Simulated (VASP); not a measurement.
# SnO (rock salt type) (Fm-3m) in VASP: further runs

The runs below take SnO (rock salt type) through single point, with r2SCAN.

Everything below comes from runs of VASP 6.6.1. Logs are shortened: lines on timing, memory, paths and dates and some standing lists are left out, and cuts for length are marked.

## 1. The cell of the first run

Symmetry: Fm-3m, No. 225, cubic system. The conventional cell has a = 5.084 Å, b = 5.084 Å, c = 5.084 Å, α = 90.00°, β = 90.00°, γ = 90.00°. Within 3.4 Å of Sn (site symmetry m-3m) lie 6 O at 2.54 Å. Within 3.4 Å of O (site symmetry m-3m) lie 6 Sn at 2.54 Å.

## 2. Single point, r2SCAN

POSCAR reads:

```
SnO
1.0
    0.0000000000      2.5419975075      2.5419975075
    2.5419975075      0.0000000000      2.5419975075
    2.5419975075      2.5419975075      0.0000000000
Sn O
1 1
Direct
    0.0000000000      0.0000000000      0.0000000000
    0.5000000000      0.5000000000      0.5000000000
```

INCAR.step1 reads:

```
SYSTEM = SnO
PREC     = Accurate       ! precision mode
ENCUT    = 520            ! plane-wave cutoff, eV
ISMEAR   = -1             ! smearing method
SIGMA    = 0.1            ! smearing width, eV
LREAL    = .FALSE.        ! projectors in reciprocal space
LASPH    = .TRUE.         ! aspherical terms in the spheres
NELM     = 80             ! most SCF steps
NBANDS   = 17             ! bands
GGA      = PE             ! functional
ALGO     = Normal         ! electronic algorithm
EDIFF    = 1E-4           ! SCF threshold, eV
LWAVE    = .TRUE.         ! write WAVECAR
LCHARG   = .FALSE.        ! write CHGCAR
```

INCAR.step2 reads:

```
SYSTEM = SnO
PREC     = Accurate       ! precision mode
ENCUT    = 520            ! plane-wave cutoff, eV
EDIFF    = 1E-6           ! SCF threshold, eV
ISMEAR   = -1             ! smearing method
SIGMA    = 0.1            ! smearing width, eV
LREAL    = .FALSE.        ! projectors in reciprocal space
LASPH    = .TRUE.         ! aspherical terms in the spheres
NELM     = 80             ! most SCF steps
ALGO     = Normal         ! electronic algorithm
ISIF     = 2              ! what is computed and relaxed
LWAVE    = .FALSE.        ! write WAVECAR
LCHARG   = .FALSE.        ! write CHGCAR
METAGGA  = R2SCAN         ! meta-GGA
LMIXTAU  = .TRUE.       
NBANDS   = 17             ! bands
ISTART   = 1
```

KPOINTS reads:

```
regular mesh
0
G
  12 12 12
  0 0 0
```

Potentials or basis: VASP PAW PBE potentials, release 64 (Sn_d, O).

Command:

```bash
$ cat potpaw_PBE.64/Sn_d/POTCAR potpaw_PBE.64/O/POTCAR > POTCAR
$ cp INCAR.step1 INCAR
$ mpirun -np 1 vasp_std > vasp.out
$ cp INCAR.step2 INCAR
$ mpirun -np 1 vasp_std > vasp.out
```

OUTCAR:

```text
SYSTEM = SnO
   PREC = Accurate
   ENCUT = 520
   EDIFF = 1E-6
   ISMEAR = -1
   LREAL = .FALSE.
   LASPH = .TRUE.
   NELM = 80
   ISIF = 2
   METAGGA = R2SCAN
   ISTART = 1

 ion  position               nearest neighbor table
   1  0.000  0.000  0.000-   2 2.54   2 2.54   2 2.54   2 2.54   2 2.54   2 2.54
   2  0.500  0.500  0.500-   1 2.54   1 2.54   1 2.54   1 2.54   1 2.54   1 2.54

  LATTYP: Found a face centered cubic cell.
 ALAT       =     5.0839950150

  Lattice vectors:

 A1 = (   0.0000000000,   2.5419975075,   2.5419975075)
 A2 = (   2.5419975075,   0.0000000000,   2.5419975075)
 A3 = (   2.5419975075,   2.5419975075,   0.0000000000)

Analysis of symmetry for initial positions (statically):
=====================================================================
 Subroutine PRICEL returns:
 Original cell was already a primitive cell.

 Routine SETGRP: Setting up the symmetry group for a
 face centered cubic supercell.

 Subroutine GETGRP returns: Found 48 space group operations
 (whereof 48 operations were pure point group operations)
 out of a pool of 48 trial point group operations.

The static configuration has the point symmetry O_h .

Analysis of symmetry for dynamics (positions and initial velocities):
=====================================================================
 Subroutine PRICEL returns:
 Original cell was already a primitive cell.

 Routine SETGRP: Setting up the symmetry group for a
 face centered cubic supercell.

 Subroutine GETGRP returns: Found 48 space group operations
 (whereof 48 operations were pure point group operations)
 out of a pool of 48 trial point group operations.

The dynamic configuration has the point symmetry O_h .

 Subroutine INISYM returns: Found 48 space group operations
 (whereof 48 operations are pure point group operations),
 and found     1 'primitive' translations

----------------------------------------------------------------------------------------

                                     Primitive cell

  volume of cell :      32.8515

  direct lattice vectors                    reciprocal lattice vectors
     0.000000000  2.541997508  2.541997508    -0.196695708  0.196695708  0.196695708
     2.541997508  0.000000000  2.541997508     0.196695708 -0.196695708  0.196695708
     2.541997508  2.541997508  0.000000000     0.196695708  0.196695708 -0.196695708

  length of vectors
     3.594927351  3.594927351  3.594927351     0.340686960  0.340686960  0.340686960

  position of ions in fractional coordinates (direct lattice)
     0.000000000  0.000000000  0.000000000
     0.500000000  0.500000000  0.500000000

  ion indices of the primitive-cell ions
   primitive index   ion index
                 1           1
                 2           2

----------------------------------------------------------------------------------------

 KPOINTS: regular mesh

Automatic generation of k-mesh.
 Grid dimensions read from file:
 generate k-points for:   12   12   12

 Generating k-lattice:

  Cartesian coordinates                     Fractional coordinates (reciprocal lattice)
    -0.016391309  0.016391309  0.016391309     0.083333333  0.000000000  0.000000000
     0.016391309 -0.016391309  0.016391309     0.000000000  0.083333333  0.000000000
     0.016391309  0.016391309 -0.016391309     0.000000000  0.000000000  0.083333333

  Length of vectors
     0.028390580  0.028390580  0.028390580

  Shift w.r.t. Gamma in fractional coordinates (k-lattice)
     0.000000000  0.000000000  0.000000000

 Subroutine IBZKPT returns following result:
 ===========================================

 Found     72 irreducible k-points:

 Following reciprocal coordinates:
            Coordinates               Weight
  0.000000  0.000000  0.000000      1.000000
  0.083333  0.000000  0.000000      8.000000
  0.166667  0.000000  0.000000      8.000000
  0.250000  0.000000  0.000000      8.000000
  0.333333  0.000000  0.000000      8.000000
  0.416667  0.000000  0.000000      8.000000
[... 16 lines left out ...]
  0.500000  0.166667  0.000000     24.000000
 -0.416667  0.166667  0.000000     24.000000
 [... further k-points ...]
   k-points           NKPTS =     72   k-points in BZ     NKDIM =     72   number of bands    NBANDS=     17
   number of dos      NEDOS =    301   number of ions     NIONS =      2
   total plane-waves  NPLWV =  21952
   dimension x,y,z NGX =    28 NGY =   28 NGZ =   28
   dimension x,y,z NGXF=    56 NGYF=   56 NGZF=   56
   ions per type =               1   1
   NGX,Y,Z   is equivalent  to a cutoff of  12.95, 12.95, 12.95 a.u.
   NGXF,Y,Z  is equivalent  to a cutoff of  25.90, 25.90, 25.90 a.u.
 SYSTEM =  SnO
   PREC   = accura    normal or accurate (medium, high low for compatibility)
   ISTART =      1    job   : 0-new  1-cont  2-samecut
   ICHARG =      0    charge: 1-file 2-atom 10-const
   ISPIN  =      1    spin polarized calculation?
   LNONCOLLINEAR =      F non collinear calculations
   LSORBIT =      F    spin-orbit coupling
   LASPH  =      T    aspherical Exc in radial PAW
   ENCUT  =  520.0 eV  38.22 Ry    6.18 a.u.   6.68  6.68  6.68*2*pi/ulx,y,z
   NELM   =     80;   NELMIN=  2; NELMDL=  0     # of ELM steps
   EDIFF  = 0.1E-05   stopping-criterion for ELM
   LREAL  =      F    real-space projection
   EDIFFG = 0.1E-04   stopping-criterion for IOM
   NSW    =      0    number of steps for IOM
   IBRION =     -1    ionic relax: 0-MD 1-quasi-New 2-CG
   NFREE  =      0    steps in history (QN), initial steepest desc. (CG)
   ISIF   =      2    stress and relaxation
   ISYM   =      2    0-nonsym 1-usesym 2-fastsym
   POTIM  = 0.5000    time-step for ionic-motion
   TEBEG  =    0.0;   TEEND  =   0.0 temperature during run
   PSTRESS=    0.0 pullay stress
   NELECT =      20.0000    total number of electrons
   NUPDOWN=      -1.0000    fix difference up-down
   EMIN   =  10.00;   EMAX   =-10.00  energy-range for DOS
   EFERMI =   0.00;   METHOD = LEGACY
   ISMEAR =    -1;   SIGMA  =   0.10  broadening in eV -4-tet -1-fermi 0-gaus
   EFERMI_NEDOS =   21; number of points for ismear=-14 and -15
   IALGO  =     38    algorithm
   IMIX   =      4    mixing-type and parameters
     AMIX     =   0.40;   BMIX     =  1.00
     AMIX_MAG =   1.60;   BMIX_MAG =  1.00
  volume/ion in A,a.u.               =      16.43       110.85
  Fermi-wavevector in a.u.,A,eV,Ry     =   1.387500  2.621995 26.193347  1.925157
  Thomas-Fermi vector in A             =   2.511715
   LORBIT       =      0    0 simple, 1 ext, 2 COOP (PROOUT), +10 PAW based schemes
   METAGGA = R2SCAN    functional components
   LHFCALC =     F    Hartree Fock is set to
   AEXX    =    0.0000 exact exchange contribution
   IVDW    =     0    specifies the selected vdW correction
   LEPSILON=     F    determine dielectric tensor
   LRPA    =     F    only Hartree local field effects (RPA)
 non-spin polarized calculation
  energy-cutoff  :      520.00
  volume of cell :       32.85
 maximum number of plane-waves:       903
   NGX = 13   NGY = 13   NGZ = 13

 number of electron      19.9999989 magnetization

 Free energy of the ion-electron system (eV)
  ---------------------------------------------------
  ext. energy  EPLUGINS =         0.00000000
  ---------------------------------------------------
  free energy    TOTEN  =       -32.24973634 eV

  energy without entropy =      -32.24528300  energy(sigma->0) =      -32.24750967

 E-fermi :   7.9577     XC(G=0): -11.4772

 val. band max:        7.8089885012   @ k =  -0.4167   0.1667   0.0833
 cond. band min:       8.0973333863   @ k =  -0.4167   0.1667   0.0833
 fundamental gap:      0.2883448851
 Fermi energy:         7.9577113081

 k-point     1 :       0.0000    0.0000    0.0000
  band No.  band energies     occupation
      1     -14.5690      2.00000
      2     -14.5690      2.00000
      3     -14.5690      2.00000
      4     -14.5017      2.00000
      5     -14.5017      2.00000
      6     -12.1212      2.00000
[... 9 lines left out ...]
     16      18.2914      0.00000
     17      18.6035      0.00000

 k-point     2 :       0.0833    0.0000    0.0000
  band No.  band energies     occupation
      1     -14.5686      2.00000
      2     -14.5659      2.00000
      3     -14.5658      2.00000
      4     -14.5030      2.00000
      5     -14.5030      2.00000
      6     -12.0850      2.00000
[... 9 lines left out ...]
     16      18.6002      0.00000
     17      20.3441      0.00000

 k-point     3 :       0.1667    0.0000    0.0000
  band No.  band energies     occupation
      1     -14.5677      2.00000
      2     -14.5590      2.00000
      3     -14.5589      2.00000
      4     -14.5044      2.00000
      5     -14.5044      2.00000
      6     -11.9839      2.00000
[... 9 lines left out ...]
     16      19.2663      0.00000
     17      22.3757      0.00000

 k-point     4 :       0.2500    0.0000    0.0000
  band No.  band energies     occupation
      1     -14.5667      2.00000
      2     -14.5554      2.00000
      3     -14.5554      2.00000
      4     -14.5004      2.00000
      5     -14.5004      2.00000
      6     -11.8404      2.00000
[... 9 lines left out ...]
     16      20.1009      0.00000
     17      23.7202      0.00000

 k-point     5 :       0.3333    0.0000    0.0000
  band No.  band energies     occupation
      1     -14.5660      2.00000
      2     -14.5582      2.00000
      3     -14.5582      2.00000
      4     -14.4899      2.00000
      5     -14.4899      2.00000
      6     -11.6904      2.00000
[... 9 lines left out ...]
     16      21.0490      0.00000
     17      23.6760      0.00000

 k-point     6 :       0.4167    0.0000    0.0000
  band No.  band energies     occupation
      1     -14.5657      2.00000
      2     -14.5627      2.00000
      3     -14.5627      2.00000
      4     -14.4797      2.00000
      5     -14.4797      2.00000
      6     -11.5758      2.00000
[... 9 lines left out ...]
     16      21.9734      0.00000
     17      23.0655      0.00000

 k-point     7 :       0.5000    0.0000    0.0000
  band No.  band energies     occupation
      1     -14.5657      2.00000
      2     -14.5647      2.00000
      3     -14.5646      2.00000
      4     -14.4757      2.00000
      5     -14.4757      2.00000
      6     -11.5330      2.00000
[... 9 lines left out ...]
     16      22.4394      0.00000
     17      22.7639      0.00000

 k-point     8 :       0.0833    0.0833    0.0000
  band No.  band energies     occupation
      1     -14.5720      2.00000
      2     -14.5628      2.00000
      3     -14.5628      2.00000
      4     -14.5093      2.00000
      5     -14.4991      2.00000
      6     -12.0711      2.00000
[... 9 lines left out ...]
     16      19.2370      0.00000
     17      20.3680      0.00000
[... 203 lines left out ...]
      1     -14.5800      2.00000
      2     -14.5456      2.00000
      3     -14.5456      2.00000
      4     -14.5416      2.00000
      5     -14.4918      2.00000
      6     -11.9148      2.00000
[... 9 lines left out ...]
     16      21.1533      0.00000
     17      22.5857      0.00000

 k-point    20 :       0.2500    0.1667    0.0000
  band No.  band energies     occupation
      1     -14.5825      2.00000
      2     -14.5676      2.00000
      3     -14.5362      2.00000
      4     -14.5340      2.00000
      5     -14.4868      2.00000
      6     -11.7845      2.00000
[... 9 lines left out ...]
     16      22.0571      0.00000
     17      24.1608      0.00000

 k-point    21 :       0.3333    0.1667    0.0000
  band No.  band energies     occupation
      1     -14.5931      2.00000
      2     -14.5761      2.00000
      3     -14.5330      2.00000
      4     -14.5241      2.00000
      5     -14.4796      2.00000
      6     -11.6279      2.00000
[... 9 lines left out ...]
     16      22.6557      0.00000
     17      24.6470      0.00000

 k-point    22 :       0.4167    0.1667    0.0000
  band No.  band energies     occupation
      1     -14.6076      2.00000
      2     -14.5680      2.00000
      3     -14.5359      2.00000
      4     -14.5171      2.00000
      5     -14.4734      2.00000
      6     -11.4861      2.00000
[... 9 lines left out ...]
     16      23.0655      0.00000
     17      24.3042      0.00000

 k-point    23 :       0.5000    0.1667    0.0000
  band No.  band energies     occupation
      1     -14.6116      2.00000
      2     -14.5587      2.00000
      3     -14.5405      2.00000
      4     -14.5129      2.00000
      5     -14.4735      2.00000
      6     -11.3990      2.00000
[... 9 lines left out ...]
     16      22.9485      0.00000
     17      24.4716      0.00000

 k-point    24 :      -0.4167    0.1667    0.0000
  band No.  band energies     occupation
      1     -14.6044      2.00000
      2     -14.5533      2.00000
      3     -14.5431      2.00000
      4     -14.5098      2.00000
      5     -14.4820      2.00000
      6     -11.3937      2.00000
[... 9 lines left out ...]
     16      22.1024      0.00000
     17      25.0160      0.00000

 [... further k-points ...]
[... 5 lines left out ...]
  --------------------------------------------------------------------------------------
  -------------------------------------------------------------------------------------
  Total       -0.0464797     -0.0464797     -0.0464797      0.0000000      0.0000000     -0.0000000
  in kB       -2.2668295     -2.2668295     -2.2668295      0.0000000      0.0000000     -0.0000000
  external PRESSURE =      -2.2668295 kB  Pullay stress =       0.0000000 kB

 VOLUME and BASIS-vectors are now :
 -----------------------------------------------------------------------------
  energy-cutoff  :      520.00
  volume of cell :       32.85
      direct lattice vectors                 reciprocal lattice vectors
     0.000000000  2.541997508  2.541997508    -0.196695708  0.196695708  0.196695708
     2.541997508  0.000000000  2.541997508     0.196695708 -0.196695708  0.196695708
     2.541997508  2.541997508  0.000000000     0.196695708  0.196695708 -0.196695708

 POSITION                                       TOTAL-FORCE (eV/Angst)
 -----------------------------------------------------------------------------------
      0.00000      0.00000      0.00000         0.000000      0.000000      0.000000
      2.54200      2.54200      2.54200         0.000000     -0.000000     -0.000000
 -----------------------------------------------------------------------------------
    total drift:                                0.000000      0.000000      0.000000

  FREE ENERGIE OF THE ION-ELECTRON SYSTEM (eV)
  ---------------------------------------------------
  free  energy   TOTEN  =       -32.2497363351 eV

  energy  without entropy=      -32.2452830037  energy(sigma->0) =      -32.24750967
```

Wall time 2.5 min (1 thread of Intel Xeon Platinum 8259CL at 2.50GHz (Skylake/Cascade Lake), shared host); peak memory 0.19 GiB.

Results:

| Property | Result |
| --- | --- |
| Free energy | -32.2497 eV |
| Pressure | -0.2 GPa |
| Band gap on the k mesh | 0.29 eV |

Caveat: the PAW data sets were made with another functional, which shifts forces and pressure a little; spin-orbit coupling is left out, which moves the levels of the heavy elements. A k mesh can miss the band edges.

(Part 1 of 2 ends here.)
